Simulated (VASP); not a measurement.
CdTe, 2 atoms in the cell. Symmetry: F-43m, No. 216, cubic system. Conventional cell: a = 6.039 Å, b = 6.039 Å, c = 6.039 Å, α = 90.00°, β = 90.00°, γ = 90.00°. Within 3.4 Å of Cd (site symmetry -43m) lie 4 Te at 2.62 Å. Te (site symmetry -43m) has 4 Cd at 2.62 Å within 3.4 Å. 

```yaml
Program: VASP 6.6.1
Task: single point
Functional: PBEsol
Potentials_or_basis: VASP PAW PBE potentials, release 64 (Cd, Te)
Cutoff: 520 eV
k_mesh: 6 × 6 × 6
Occupations: gaussian, width 0.01 eV
Spin: no spin polarisation
Dipole_correction: no
Further_INCAR_settings: ALGO = Normal; EDIFF = 1e-06; NBANDS = 16
```

Potentials or basis: VASP PAW PBE potentials, release 64 (Cd, Te).

The run is started by

```bash
$ cat potpaw_PBE.64/Cd/POTCAR potpaw_PBE.64/Te/POTCAR > POTCAR
$ mpirun -np 1 vasp_std > vasp.out
```

Hardware: 1 thread of Intel(R) Xeon(R) Platinum 8259CL CPU @ 2.50GHz (Skylake/Cascade Lake) (shared host).

Problem. How long does it take, and how much memory?

Solution. Wall time 12 s on 1 thread of Intel(R) Xeon(R) Platinum 8259CL CPU @ 2.50GHz (Skylake/Cascade Lake), on a shared host, peak memory 0.18 GiB. Counts: scf iterations 13, k points 16.
